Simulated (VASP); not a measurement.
# As (R-3m) in VASP: notebook

As is run at these levels: LDA, PBEsol+D4; tasks: single point.

Program: VASP 6.6.1. These are calculated values, not measurements. Logs are shortened: lines on timing, memory, paths and dates and some standing lists are left out, and cuts for length are marked.

**1. The cell of the first run**

Symmetry: R-3m, No. 166, trigonal system. Conventional cell: a = 3.685 Å, b = 3.685 Å, c = 10.327 Å, α = 90.00°, β = 90.00°, γ = 120.00°. Within 3.2 Å of As (site symmetry 3m) lie 6 As at 2.46 to 3.07 Å.

**2. Single point, LDA**

Input file INCAR:

```
SYSTEM = As
PREC = Accurate
ENCUT = 600
EDIFF = 1E-6
ISMEAR = -1
SIGMA = 0.05
LREAL = .FALSE.
LASPH = .TRUE.
NELM = 120
ALGO = Normal
ISIF = 2
LWAVE = .FALSE.
LCHARG = .FALSE.
NBANDS = 22
GGA_COMPAT = .FALSE.
```

Input file KPOINTS:

```
Automatic mesh
0
G
  9 9 9
  0 0 0
```

Input file POSCAR:

```
As
1.0
    1.8424025153      1.0637115881      3.4423263150
   -1.8424025153      1.0637115881      3.4423263150
    0.0000000000     -2.1274231763      3.4423263150
As
2
Direct
    0.2260000000      0.2260000000      0.2260000000
    0.7740000000      0.7740000000      0.7740000000
```

Potentials or basis: VASP PAW LDA potentials, release 64 (As_d).

Command:

```sh
> cat potpaw_LDA.64/As_d/POTCAR > POTCAR
> mpirun -np 1 vasp_std > vasp.out
```

OUTCAR:

```text
SYSTEM = As
   PREC = Accurate
   ENCUT = 600
   EDIFF = 1E-6
   ISMEAR = -1
   LREAL = .FALSE.
   LASPH = .TRUE.
   NELM = 120
   ISIF = 2

 ion  position               nearest neighbor table
   1  0.226  0.226  0.226-   2 2.46   2 2.46   2 2.46
   2  0.774  0.774  0.774-   1 2.46   1 2.46   1 2.46

  LATTYP: Found a trigonal (rhomboedric) cell.
 ALAT       =     4.0466702151
 COS(alpha) =     0.5854247172

  Lattice vectors:

 A1 = (   1.8424025153,   1.0637115881,   3.4423263150)
 A2 = (  -1.8424025153,   1.0637115881,   3.4423263150)
 A3 = (   0.0000000000,  -2.1274231763,   3.4423263150)

Analysis of symmetry for initial positions (statically):
=====================================================================
 Subroutine PRICEL returns:
 Original cell was already a primitive cell.

 Routine SETGRP: Setting up the symmetry group for a
 trigonal (rhombohedral) supercell.

 Subroutine GETGRP returns: Found 12 space group operations
 (whereof 12 operations were pure point group operations)
 out of a pool of 12 trial point group operations.

The static configuration has the point symmetry D_3d.

Analysis of symmetry for dynamics (positions and initial velocities):
=====================================================================
 Subroutine PRICEL returns:
 Original cell was already a primitive cell.

 Routine SETGRP: Setting up the symmetry group for a
 trigonal (rhombohedral) supercell.

 Subroutine GETGRP returns: Found 12 space group operations
 (whereof 12 operations were pure point group operations)
 out of a pool of 12 trial point group operations.

The dynamic configuration has the point symmetry D_3d.

 Subroutine INISYM returns: Found 12 space group operations
 (whereof 12 operations are pure point group operations),
 and found     1 'primitive' translations

----------------------------------------------------------------------------------------

                                     Primitive cell

  volume of cell :      40.4773

  direct lattice vectors                    reciprocal lattice vectors
     1.842402515  1.063711588  3.442326315     0.271384779  0.156684075  0.096833741
    -1.842402515  1.063711588  3.442326315    -0.271384779  0.156684075  0.096833741
     0.000000000 -2.127423176  3.442326315     0.000000000 -0.313368151  0.096833741

  length of vectors
     4.046670215  4.046670215  4.046670215     0.327988371  0.327988371  0.327988371

  position of ions in fractional coordinates (direct lattice)
     0.226000000  0.226000000  0.226000000
     0.774000000  0.774000000  0.774000000

  ion indices of the primitive-cell ions
   primitive index   ion index
                 1           1
                 2           2

----------------------------------------------------------------------------------------

 KPOINTS: Automatic mesh

Automatic generation of k-mesh.
 Grid dimensions read from file:
 generate k-points for:    9    9    9

 Generating k-lattice:

  Cartesian coordinates                     Fractional coordinates (reciprocal lattice)
     0.030153864  0.017409342  0.010759305     0.111111111 -0.000000000  0.000000000
    -0.030153864  0.017409342  0.010759305    -0.000000000  0.111111111  0.000000000
     0.000000000 -0.034818683  0.010759305     0.000000000  0.000000000  0.111111111

  Length of vectors
     0.036443152  0.036443152  0.036443152

  Shift w.r.t. Gamma in fractional coordinates (k-lattice)
     0.000000000  0.000000000  0.000000000

 Subroutine IBZKPT returns following result:
 ===========================================

 Found     85 irreducible k-points:

 Following reciprocal coordinates:
            Coordinates               Weight
  0.000000  0.000000  0.000000      1.000000
  0.111111 -0.000000 -0.000000      6.000000
  0.222222 -0.000000 -0.000000      6.000000
  0.333333  0.000000  0.000000      6.000000
  0.444444 -0.000000 -0.000000      6.000000
  0.111111  0.111111 -0.000000      6.000000
[... 16 lines left out ...]
 -0.333333  0.333333  0.000000      6.000000
  0.444444  0.444444  0.000000      6.000000
 [... further k-points ...]
   k-points           NKPTS =     85   k-points in BZ     NKDIM =     85   number of bands    NBANDS=     22
   number of dos      NEDOS =    301   number of ions     NIONS =      2
   total plane-waves  NPLWV =  32768
   dimension x,y,z NGX =    32 NGY =   32 NGZ =   32
   dimension x,y,z NGXF=    64 NGYF=   64 NGZF=   64
   ions per type =               2
   NGX,Y,Z   is equivalent  to a cutoff of  13.15, 13.15, 13.15 a.u.
   NGXF,Y,Z  is equivalent  to a cutoff of  26.29, 26.29, 26.29 a.u.
 SYSTEM =  As
   PREC   = accura    normal or accurate (medium, high low for compatibility)
   ISTART =      0    job   : 0-new  1-cont  2-samecut
   ICHARG =      2    charge: 1-file 2-atom 10-const
   ISPIN  =      1    spin polarized calculation?
   LNONCOLLINEAR =      F non collinear calculations
   LSORBIT =      F    spin-orbit coupling
   LASPH  =      T    aspherical Exc in radial PAW
   ENCUT  =  600.0 eV  44.10 Ry    6.64 a.u.   8.08  8.08  8.08*2*pi/ulx,y,z
   NELM   =    120;   NELMIN=  2; NELMDL= -5     # of ELM steps
   EDIFF  = 0.1E-05   stopping-criterion for ELM
   LREAL  =      F    real-space projection
   EDIFFG = 0.1E-04   stopping-criterion for IOM
   NSW    =      0    number of steps for IOM
   IBRION =     -1    ionic relax: 0-MD 1-quasi-New 2-CG
   NFREE  =      0    steps in history (QN), initial steepest desc. (CG)
   ISIF   =      2    stress and relaxation
   ISYM   =      2    0-nonsym 1-usesym 2-fastsym
   POTIM  = 0.5000    time-step for ionic-motion
   TEBEG  =    0.0;   TEEND  =   0.0 temperature during run
   PSTRESS=    0.0 pullay stress
   NELECT =      30.0000    total number of electrons
   NUPDOWN=      -1.0000    fix difference up-down
   EMIN   =  10.00;   EMAX   =-10.00  energy-range for DOS
   EFERMI =   0.00;   METHOD = LEGACY
   ISMEAR =    -1;   SIGMA  =   0.05  broadening in eV -4-tet -1-fermi 0-gaus
   EFERMI_NEDOS =   21; number of points for ismear=-14 and -15
   IALGO  =     38    algorithm
   IMIX   =      4    mixing-type and parameters
     AMIX     =   0.40;   BMIX     =  1.00
     AMIX_MAG =   1.60;   BMIX_MAG =  1.00
  volume/ion in A,a.u.               =      20.24       136.58
  Fermi-wavevector in a.u.,A,eV,Ry     =   1.481533  2.799692 29.863975  2.194940
  Thomas-Fermi vector in A             =   2.595431
   LORBIT       =      0    0 simple, 1 ext, 2 COOP (PROOUT), +10 PAW based schemes
   GGA     = CA    functional components
   LHFCALC =     F    Hartree Fock is set to
   AEXX    =    0.0000 exact exchange contribution
   IVDW    =     0    specifies the selected vdW correction
   LEPSILON=     F    determine dielectric tensor
   LRPA    =     F    only Hartree local field effects (RPA)
 non-spin polarized calculation
  energy-cutoff  :      600.00
  volume of cell :       40.48
 maximum number of plane-waves:      1382
   NGX = 17   NGY = 17   NGZ = 17

 number of electron      30.0000005 magnetization

 Free energy of the ion-electron system (eV)
  ---------------------------------------------------
  ext. energy  EPLUGINS =         0.00000000
  ---------------------------------------------------
  free energy    TOTEN  =       -10.74132616 eV

  energy without entropy =      -10.73989653  energy(sigma->0) =      -10.74061134

 E-fermi :   4.4110     XC(G=0): -11.2965

 val. band max:        4.3818436916   @ k =   0.4444   0.3333   0.3333
 cond. band min:       4.4257337619   @ k =   0.3333   0.2222   0.2222
 fundamental gap:      0.0438900703
 Fermi energy:         4.4110462808

 k-point     1 :       0.0000    0.0000    0.0000
  band No.  band energies     occupation
      1     -32.1495      2.00000
      2     -32.1495      2.00000
      3     -32.0920      2.00000
      4     -32.0920      2.00000
      5     -32.0559      2.00000
      6     -32.0057      2.00000
[... 14 lines left out ...]
     21      11.8402      0.00000
     22      13.1386      0.00000

 k-point     2 :       0.1111   -0.0000   -0.0000
  band No.  band energies     occupation
      1     -32.1478      2.00000
      2     -32.1451      2.00000
      3     -32.0904      2.00000
      4     -32.0887      2.00000
      5     -32.0546      2.00000
      6     -32.0079      2.00000
[... 14 lines left out ...]
     21      11.1011      0.00000
     22      14.2860      0.00000

 k-point     3 :       0.2222   -0.0000   -0.0000
  band No.  band energies     occupation
      1     -32.1434      2.00000
      2     -32.1327      2.00000
      3     -32.0865      2.00000
      4     -32.0795      2.00000
      5     -32.0507      2.00000
      6     -32.0143      2.00000
[... 14 lines left out ...]
     21      11.7847      0.00000
     22      16.5010      0.00000

 k-point     4 :       0.3333    0.0000    0.0000
  band No.  band energies     occupation
      1     -32.1379      2.00000
      2     -32.1147      2.00000
      3     -32.0815      2.00000
      4     -32.0664      2.00000
      5     -32.0447      2.00000
      6     -32.0247      2.00000
[... 14 lines left out ...]
     21      13.4775      0.00000
     22      16.9829      0.00000

 k-point     5 :       0.4444   -0.0000   -0.0000
  band No.  band energies     occupation
      1     -32.1339      2.00000
      2     -32.0987      2.00000
      3     -32.0755      2.00000
      4     -32.0526      2.00000
      5     -32.0467      2.00000
      6     -32.0357      2.00000
[... 417 lines left out ...]
 k-point    22 :      -0.4444    0.3333    0.0000
  band No.  band energies     occupation
      1     -32.1434      2.00000
      2     -32.0858      2.00000
      3     -32.0719      2.00000
      4     -32.0592      2.00000
      5     -32.0466      2.00000
      6     -32.0424      2.00000
[... 14 lines left out ...]
     21      15.7187      0.00000
     22      17.8413      0.00000

 k-point    23 :      -0.3333    0.3333    0.0000
  band No.  band energies     occupation
      1     -32.1418      2.00000
      2     -32.0693      2.00000
      3     -32.0626      2.00000
      4     -32.0608      2.00000
      5     -32.0592      2.00000
      6     -32.0551      2.00000
[... 14 lines left out ...]
     21      14.7229      0.00000
     22      17.4896      0.00000

 k-point    24 :       0.4444    0.4444    0.0000
  band No.  band energies     occupation
      1     -32.1463      2.00000
      2     -32.1006      2.00000
      3     -32.0775      2.00000
      4     -32.0513      2.00000
      5     -32.0386      2.00000
      6     -32.0384      2.00000
[... 14 lines left out ...]
     21      16.2551      0.00000
     22      17.6618      0.00000

 [... further k-points ...]
[... 5 lines left out ...]
  --------------------------------------------------------------------------------------
  -------------------------------------------------------------------------------------
  Total        1.2215648      1.2215648      0.5778860      0.0000000     -0.0000000      0.0000000
  in kB       48.3521045     48.3521045     22.8739433      0.0000000     -0.0000000      0.0000000
  external PRESSURE =      39.8593841 kB  Pullay stress =       0.0000000 kB

 VOLUME and BASIS-vectors are now :
 -----------------------------------------------------------------------------
  energy-cutoff  :      600.00
  volume of cell :       40.48
      direct lattice vectors                 reciprocal lattice vectors
     1.842402515  1.063711588  3.442326315     0.271384779  0.156684075  0.096833741
    -1.842402515  1.063711588  3.442326315    -0.271384779  0.156684075  0.096833741
     0.000000000 -2.127423176  3.442326315     0.000000000 -0.313368151  0.096833741

 POSITION                                       TOTAL-FORCE (eV/Angst)
 -----------------------------------------------------------------------------------
      0.00000     -0.00000      2.33390         0.000000     -0.000000      0.738572
      0.00000     -0.00000      7.99308         0.000000      0.000000     -0.738572
 -----------------------------------------------------------------------------------
    total drift:                               -0.000000     -0.000000      0.000000

  FREE ENERGIE OF THE ION-ELECTRON SYSTEM (eV)
  ---------------------------------------------------
  free  energy   TOTEN  =       -10.7413261610 eV

  energy  without entropy=      -10.7398965277  energy(sigma->0) =      -10.74061134
```

Wall time 41 s (1 thread of Intel Xeon Platinum 8488C (Sapphire Rapids), shared host); peak memory 0.2 GiB.

Results:

| Item | Value |
| --- | --- |
| Free energy | -10.7413 eV |
| Pressure | 4.0 GPa |
| Largest force | 0.739 eV/Å |
| Band gap on the k mesh | zero (band 15 reaches 4.43 eV, above the bottom of band 16 at 4.28 eV) |

Forces on the atoms (eV/Å):
```
As   0.000  0.000  0.739
As   0.000  0.000 -0.739
```

**3. Single point, PBEsol+D4**

This run uses another cell than the first one, of 20.17 Å³/atom, 0.997 times its volume.

Input file INCAR:

```
ALGO = Normal
EDIFF = 1E-6
ENCUT = 600
GGA = PS
GGA_COMPAT = False
ISIF = 2
ISMEAR = -1
IVDW = 13
LASPH = True
LCHARG = False
LREAL = False
LWAVE = False
NBANDS = 22
NELM = 120
PREC = Accurate
SIGMA = 0.05
```

Input file KPOINTS:

```
k-points
0
Gamma
  9 9 9
```

Input file POSCAR:

```
As
1.0
    1.8800635728      1.0854552098      3.2948946461
   -1.8800635728      1.0854552098      3.2948946461
    0.0000000000     -2.1709104197      3.2948946460
As
2
Direct
    0.2315424375      0.2315424375      0.2315424375
    0.7684575625      0.7684575625      0.7684575625
```

Potentials or basis: VASP PAW PBE potentials, release 64 (As_d).

Command:

```sh
> cat potpaw_PBE.64/As_d/POTCAR > POTCAR
> mpirun -np 1 vasp_std > vasp.out
```

It took 24 s on 1 thread of Intel Xeon 6975P-C (Granite Rapids), shared host; peak memory 0.22 GiB.

Results (log left out):

```yaml
Free_energy: -10.7940 eV
Pressure: 0.2 GPa
Band_gap_on_the_k_mesh: 0.04 eV, indirect (least direct gap 0.59 eV)
Dispersion_energy_per_atom: -0.273 eV
```

Forces in eV/Å, atoms in the order of the input:
```
As   0.000  0.000  0.002
As   0.000  0.000 -0.002
```

Levels at points of the mesh, in eV from the valence-band top:
| k point | band 13 | band 14 | band 15 | band 16 | band 17 | band 18 |
| --- | --- | --- | --- | --- | --- | --- |
| (0.00, 0.00, 0.00) | -2.37 | -2.13 | -2.13 | 2.31 | 3.28 | 3.28 |

Caveat: the PAW data sets were made with another functional, which shifts forces and pressure a little.

**4. Single point, LDA**

This run uses another cell than the first one, of 20.40 Å³/atom, 1.008 times its volume.

Input file INCAR:

```
SYSTEM = As
  PREC = Accurate
  ENCUT = 600
  EDIFF = 1E-6
  ISMEAR = -1
  SIGMA = 0.05
  LREAL = .False.
  LASPH = .True.
  NELM = 120
  ALGO = Normal
  ISIF = 2
  LWAVE = .False.
  LCHARG = .False.
  GGA = CA
  NBANDS = 22
  GGA_COMPAT = .False.
```

Input file KPOINTS:

```
Automatic mesh
0
Gamma
  9 9 9
  0 0 0
```

Input file POSCAR:

```
As
1.0
    1.8808227867      1.0858935422      3.3287673056
   -1.8808227867      1.0858935422      3.3287673056
    0.0000000000     -2.1717870844      3.3287673056
As
2
Direct
    0.2303218957      0.2303218957      0.2303218957
    0.7696781043      0.7696781043      0.7696781043
```

Potentials or basis: VASP PAW LDA potentials, release 64 (As_d).

Command:

```sh
> cat potpaw_LDA.64/As_d/POTCAR > POTCAR
> mpirun -np 1 vasp_std > vasp.out
```

Wall time 23 s (1 thread of Intel Xeon 6975P-C (Granite Rapids), shared host); peak memory 0.2 GiB.

The run converged. Its results:

```yaml
Free_energy: -10.7905 eV
Pressure: 0.3 GPa
Largest_force: 0.035 eV/Å
Band_gap_on_the_k_mesh: 0.08 eV, indirect (least direct gap 0.60 eV)
```

Forces in eV/Å, atoms in the order of the input:
```
As   0.000  0.000  0.035
As   0.000  0.000 -0.035
```

Stress tensor (GPa, compression positive):
```
0.32 0.00 0.00
0.00 0.32 0.00
0.00 0.00 0.23
```

Levels at points of the mesh, in eV from the valence-band top:
| k point | band 12 | band 13 | band 14 | band 15 | band 16 | band 17 | band 18 | band 19 |
| --- | --- | --- | --- | --- | --- | --- | --- | --- |
| (0.00, 0.00, 0.00) | -5.44 | -2.32 | -2.06 | -2.06 | 2.19 | 3.23 | 3.23 | 6.58 |

A k mesh can miss the band edges.

**5. Single point, LDA**

This run uses another cell than the first one, of 22.82 Å³/atom, 1.128 times its volume.

Input file INCAR:

```
SYSTEM = As
  PREC = Accurate
  ENCUT = 600
  EDIFF = 1E-6
  ISMEAR = -1
  SIGMA = 0.05
  LREAL = .FALSE.
  LASPH = .TRUE.
  NELM = 120
  ALGO = Normal
  ISIF = 2
  LWAVE = .FALSE.
  LCHARG = .FALSE.
  NBANDS = 22
  GGA_COMPAT = .FALSE.
```

Input file KPOINTS:

```
regular mesh
0
G
  9 9 9
  0 0 0
```

Input file POSCAR:

```
As
1.0
    1.9176846343      1.1071757398      3.5829826684
   -1.9176846343      1.1071757398      3.5829826684
    0.0000000000     -2.2143514796      3.5829826684
As
2
Direct
    0.2260000000      0.2260000000      0.2260000000
    0.7740000000      0.7740000000      0.7740000000
```

Command:

```sh
> cat potpaw_LDA.64/As_d/POTCAR > POTCAR
> mpirun -np 1 vasp_std > vasp.out
```

Wall time 32 s (1 thread of Intel Xeon 6975P-C (Granite Rapids), shared host); peak memory 0.22 GiB.

The run converged. Its results:

- Free energy: -10.7146 eV
- Pressure: -5.0 GPa
- Largest force: 0.067 eV/Å
- Band gap on the k mesh: zero (band 15 reaches 3.13 eV, above the bottom of band 16 at 3.05 eV)

Forces in eV/Å, atoms in the order of the input:
```
As   0.000  0.000 -0.067
As   0.000  0.000  0.067
```

Stress tensor (GPa, compression positive):
```
-5.25  0.00  0.00
 0.00 -5.25  0.00
 0.00  0.00 -4.38
```

Levels at points of the mesh, in eV from the Fermi level:
| k point | band 11 | band 12 | band 13 | band 14 | band 15 | band 16 | band 17 | band 18 | band 19 | band 20 |
| --- | --- | --- | --- | --- | --- | --- | --- | --- | --- | --- |
| (0.00, 0.00, 0.00) | -14.47 | -6.07 | -2.20 | -1.81 | -1.81 | 1.65 | 2.86 | 2.86 | 7.04 | 7.04 |

**6. The runs side by side**

| level | potentials or basis | cell | gap on the mesh (eV) | pressure (GPa) | largest force (eV/Å) |
| --- | --- | --- | --- | --- | --- |
| LDA | VASP PAW LDA potentials, release 64 (As_d) | a = 4.047 Å, angles 54.2°, 2 atoms | none | 4.0 | 0.74 |
| PBEsol+D4 | VASP PAW PBE potentials, release 64 (As_d) | a = 3.946 Å, angles 56.9°, 2 atoms | 0.04 | 0.2 | - |
| LDA | VASP PAW LDA potentials, release 64 (As_d) | a = 3.975 Å, angles 56.5°, 2 atoms | 0.08 | 0.3 | 0.03 |
| LDA | VASP PAW LDA potentials, release 64 (As_d) | a = 4.212 Å, angles 54.2°, 2 atoms | none | -5.0 | 0.07 |

Alike in all rows: task single point; no spin polarisation; k mesh 9 × 9 × 9; cutoff (eV) 600; smearing fermi-dirac 0.05 eV.

Caveats: the PAW data sets were made with another functional, which shifts forces and pressure a little (some runs).

Total energies depend on the potentials used, so only differences within one code and one set of settings carry meaning.
